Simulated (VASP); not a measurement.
# Cu (Fm-3m) in VASP: notebook

The runs below take Cu through single point, with PBE.

All numbers are computed with VASP 6.6.1; they aren't measurements. Logs are shortened: lines on timing, memory, paths and dates and some standing lists are left out, and cuts for length are marked.

**1. The cell of the first run**

The structure is cubic, space group Fm-3m (No. 225). Conventional cell: a = 3.629 Å, b = 3.629 Å, c = 3.629 Å, α = 90.00°, β = 90.00°, γ = 90.00°. Cu (site symmetry m-3m) has 12 Cu at 2.57 Å within 3.4 Å.

**2. Single point, PBE**

INCAR reads:

```
PREC = Accurate
ENCUT = 520
EDIFF = 1E-6
ISMEAR = -1
SIGMA = 0.1
LREAL = False
LASPH = True
NELM = 100
ALGO = Normal
ISIF = 2
LWAVE = False
LCHARG = False
GGA = PE
NBANDS = 12
```

KPOINTS reads:

```
Automatic mesh
0
Gamma
  12 12 12
```

POSCAR reads:

```
Cu
1.0
    0.0000000000      1.8145751207      1.8145751207
    1.8145751207      0.0000000000      1.8145751207
    1.8145751207      1.8145751207      0.0000000000
Cu
1
Direct
    0.0000000000      0.0000000000      0.0000000000
```

Potentials or basis: VASP PAW PBE potentials, release 64 (Cu).

Launch:

```console
$ cat potpaw_PBE.64/Cu/POTCAR > POTCAR
$ mpirun -np 1 vasp_std > vasp.out
```

OUTCAR:

```text
PREC = Accurate
   ENCUT = 520
   EDIFF = 1E-6
   ISMEAR = -1
   LREAL = False
   LASPH = True
   NELM = 100
   ISIF = 2
   GGA = PE

 ion  position               nearest neighbor table
   1  0.000  0.000  0.000-

  LATTYP: Found a face centered cubic cell.
 ALAT       =     3.6291502414

  Lattice vectors:

 A1 = (   0.0000000000,   1.8145751207,   1.8145751207)
 A2 = (   1.8145751207,   0.0000000000,   1.8145751207)
 A3 = (   1.8145751207,   1.8145751207,   0.0000000000)

Analysis of symmetry for initial positions (statically):
=====================================================================
 Subroutine PRICEL returns:
 Original cell was already a primitive cell.

 Routine SETGRP: Setting up the symmetry group for a
 face centered cubic supercell.

 Subroutine GETGRP returns: Found 48 space group operations
 (whereof 48 operations were pure point group operations)
 out of a pool of 48 trial point group operations.

The static configuration has the point symmetry O_h .

Analysis of symmetry for dynamics (positions and initial velocities):
=====================================================================
 Subroutine PRICEL returns:
 Original cell was already a primitive cell.

 Routine SETGRP: Setting up the symmetry group for a
 face centered cubic supercell.

 Subroutine GETGRP returns: Found 48 space group operations
 (whereof 48 operations were pure point group operations)
 out of a pool of 48 trial point group operations.

The dynamic configuration has the point symmetry O_h .

 Subroutine INISYM returns: Found 48 space group operations
 (whereof 48 operations are pure point group operations),
 and found     1 'primitive' translations

----------------------------------------------------------------------------------------

                                     Primitive cell

  volume of cell :      11.9496

  direct lattice vectors                    reciprocal lattice vectors
     0.000000000  1.814575121  1.814575121    -0.275546597  0.275546597  0.275546597
     1.814575121  0.000000000  1.814575121     0.275546597 -0.275546597  0.275546597
     1.814575121  1.814575121  0.000000000     0.275546597  0.275546597 -0.275546597

  length of vectors
     2.566196746  2.566196746  2.566196746     0.477260706  0.477260706  0.477260706

  position of ions in fractional coordinates (direct lattice)
[... 82 lines left out ...]
   NFREE  =      0    steps in history (QN), initial steepest desc. (CG)
   ISIF   =      2    stress and relaxation
   ISYM   =      2    0-nonsym 1-usesym 2-fastsym
   POTIM  = 0.5000    time-step for ionic-motion
   TEBEG  =    0.0;   TEEND  =   0.0 temperature during run
   PSTRESS=    0.0 pullay stress
   NELECT =      11.0000    total number of electrons
   NUPDOWN=      -1.0000    fix difference up-down
   EMIN   =  10.00;   EMAX   =-10.00  energy-range for DOS
   EFERMI =   0.00;   METHOD = LEGACY
   ISMEAR =    -1;   SIGMA  =   0.10  broadening in eV -4-tet -1-fermi 0-gaus
   EFERMI_NEDOS =   21; number of points for ismear=-14 and -15
   IALGO  =     38    algorithm
   IMIX   =      4    mixing-type and parameters
     AMIX     =   0.40;   BMIX     =  1.00
     AMIX_MAG =   1.60;   BMIX_MAG =  1.00
  volume/ion in A,a.u.               =      11.95        80.64
  Fermi-wavevector in a.u.,A,eV,Ry     =   1.592529  3.009444 34.506411  2.536150
  Thomas-Fermi vector in A             =   2.690900
   LORBIT       =      0    0 simple, 1 ext, 2 COOP (PROOUT), +10 PAW based schemes
   GGA     = PE    functional components
   LHFCALC =     F    Hartree Fock is set to
   AEXX    =    0.0000 exact exchange contribution
   IVDW    =     0    specifies the selected vdW correction
   LEPSILON=     F    determine dielectric tensor
   LRPA    =     F    only Hartree local field effects (RPA)
 non-spin polarized calculation
  energy-cutoff  :      520.00
  volume of cell :       11.95
 maximum number of plane-waves:       332
   NGX =  9   NGY =  9   NGZ =  9

 number of electron      10.9999998 magnetization

 Free energy of the ion-electron system (eV)
  ---------------------------------------------------
  ext. energy  EPLUGINS =         0.00000000
  ---------------------------------------------------
  free energy    TOTEN  =        -3.72988833 eV

  energy without entropy =       -3.71772155  energy(sigma->0) =       -3.72380494

 E-fermi :   7.3800     XC(G=0): -12.6589

 val. band max:        7.3507445896   @ k =   0.5000   0.3333   0.1667
 cond. band min:       7.4900642287   @ k =   0.5000   0.2500   0.0833
 fundamental gap:      0.1393196392
 Fermi energy:         7.3799635113

 k-point     1 :       0.0000    0.0000    0.0000
  band No.  band energies     occupation
      1      -1.8217      2.00000
      2       4.4436      2.00000
      3       4.4436      2.00000
      4       4.4436      2.00000
      5       5.2505      2.00000
      6       5.2505      2.00000
      7      29.9412      0.00000
      8      32.4941      0.00000
      9      32.4941      0.00000
     10      32.4941      0.00000
     11      34.9760      0.00000
     12      34.9760      0.00000
[... 331 lines left out ...]
 k-point    24 :      -0.4167    0.1667    0.0000
  band No.  band energies     occupation
      1       2.9020      2.00000
      2       4.0983      2.00000
      3       4.6137      2.00000
      4       4.6946      2.00000
      5       5.7129      2.00000
      6       8.4319      0.00005
      7      11.7047      0.00000
      8      22.0782      0.00000
      9      26.4552      0.00000
     10      28.0589      0.00000
     11      36.4542      0.00000
     12      37.2432      0.00000

 [... further k-points ...]

------------------------ aborting loop because EDIFF is reached ----------------------------------------

  FORCE on cell =-STRESS in cart. coord.  units (eV):
  Direction    XX          YY          ZZ          XY          YZ          ZX
  --------------------------------------------------------------------------------------
  -------------------------------------------------------------------------------------
  Total        0.0448407      0.0448407      0.0448407      0.0000000     -0.0000000      0.0000000
  in kB        6.0121275      6.0121275      6.0121275      0.0000000     -0.0000000      0.0000000
  external PRESSURE =       6.0121275 kB  Pullay stress =       0.0000000 kB

 VOLUME and BASIS-vectors are now :
 -----------------------------------------------------------------------------
  energy-cutoff  :      520.00
  volume of cell :       11.95
      direct lattice vectors                 reciprocal lattice vectors
     0.000000000  1.814575121  1.814575121    -0.275546597  0.275546597  0.275546597
     1.814575121  0.000000000  1.814575121     0.275546597 -0.275546597  0.275546597
     1.814575121  1.814575121  0.000000000     0.275546597  0.275546597 -0.275546597

 POSITION                                       TOTAL-FORCE (eV/Angst)
 -----------------------------------------------------------------------------------
      0.00000      0.00000      0.00000        -0.000000      0.000000     -0.000000
 -----------------------------------------------------------------------------------
    total drift:                               -0.000000     -0.000000     -0.000000

  FREE ENERGIE OF THE ION-ELECTRON SYSTEM (eV)
  ---------------------------------------------------
  free  energy   TOTEN  =        -3.7298883341 eV

  energy  without entropy=       -3.7177215506  energy(sigma->0) =       -3.72380494
```

OSZICAR:

```text
N       E                     dE             d eps       ncg     rms          rms(c)
DAV:   1     0.421578360880E+02    0.42158E+02   -0.53903E+03  1904   0.152E+03
DAV:   2    -0.327796976714E+01   -0.45436E+02   -0.42324E+02  1792   0.205E+02
DAV:   3    -0.462168569848E+01   -0.13437E+01   -0.13343E+01  1972   0.402E+01
DAV:   4    -0.463009549639E+01   -0.84098E-02   -0.84085E-02  2004   0.285E+00
DAV:   5    -0.463017635001E+01   -0.80854E-04   -0.80852E-04  2044   0.285E-01    0.766E+00
DAV:   6    -0.411814603936E+01    0.51203E+00   -0.14642E+01  2064   0.722E+01    0.400E+00
DAV:   7    -0.374237731396E+01    0.37577E+00   -0.23446E+00  2064   0.288E+01    0.593E-01
DAV:   8    -0.373126453367E+01    0.11113E-01   -0.44542E-03  1952   0.849E-01    0.280E-01
DAV:   9    -0.372988718996E+01    0.13773E-02   -0.85217E-03  2164   0.159E+00    0.301E-02
DAV:  10    -0.372988945709E+01   -0.22671E-05   -0.38823E-05  2548   0.100E-01    0.933E-03
DAV:  11    -0.372988823011E+01    0.12270E-05   -0.13064E-06  1484   0.212E-02    0.325E-04
DAV:  12    -0.372988833405E+01   -0.10395E-06   -0.74698E-08  1084   0.316E-03
   1 F= -.37298883E+01 E0= -.37238049E+01  d E =-.121668E-01
```

stdout:

```text
POSCAR found type information on POSCAR Cu
 POSCAR found :  1 types and       1 ions
 scaLAPACK will be used
 LDA part: xc-table for (Slater+PW92), standard interpolation
 POSCAR, INCAR and KPOINTS ok, starting setup
 FFT: planning ... GRIDC
 FFT: planning ... GRID_SOFT
 FFT: planning ... GRID
 WAVECAR not read
 entering main loop
```

Wall time 17 s (1 thread of Intel Xeon 8259CL, shared host); peak memory 0.1 GiB.

Results:

```
Free energy : -3.7299 eV
Pressure    : 0.6 GPa
```

**3. Single point, PBE**

INCAR reads:

```
SYSTEM = Cu
ALGO = Normal
EDIFF = 1E-6
ENCUT = 520
GGA = PE
ISIF = 2
ISMEAR = -1
LASPH = .True.
LCHARG = .False.
LREAL = .False.
LWAVE = .False.
NBANDS = 12
NELM = 80
PREC = Accurate
SIGMA = 0.1
```

KPOINTS reads:

```
k-points
0
Gamma
  15 15 15
  0 0 0
```

POSCAR is that of step 2.

Potentials or basis: VASP PAW PBE potentials, release 64 (Cu).

Launch:

```console
$ cat potpaw_PBE.64/Cu/POTCAR > POTCAR
$ mpirun -np 1 vasp_std > vasp.out
```

It took 29 s on 1 thread of Intel Xeon 8259CL, shared host; peak memory 0.1 GiB.

It converged, with:

| Item | Value |
| --- | --- |
| Free energy | -3.7320 eV |
| Pressure | 0.6 GPa |

Levels at points of the mesh, in eV from the Fermi level:
```
           k point  band 3  band 4  band 5  band 6  band 7  band 8  band 9  band 10
(0.00, 0.00, 0.00)   -3.08   -3.08   -2.27   -2.27   22.42   24.98   24.98    24.98
```
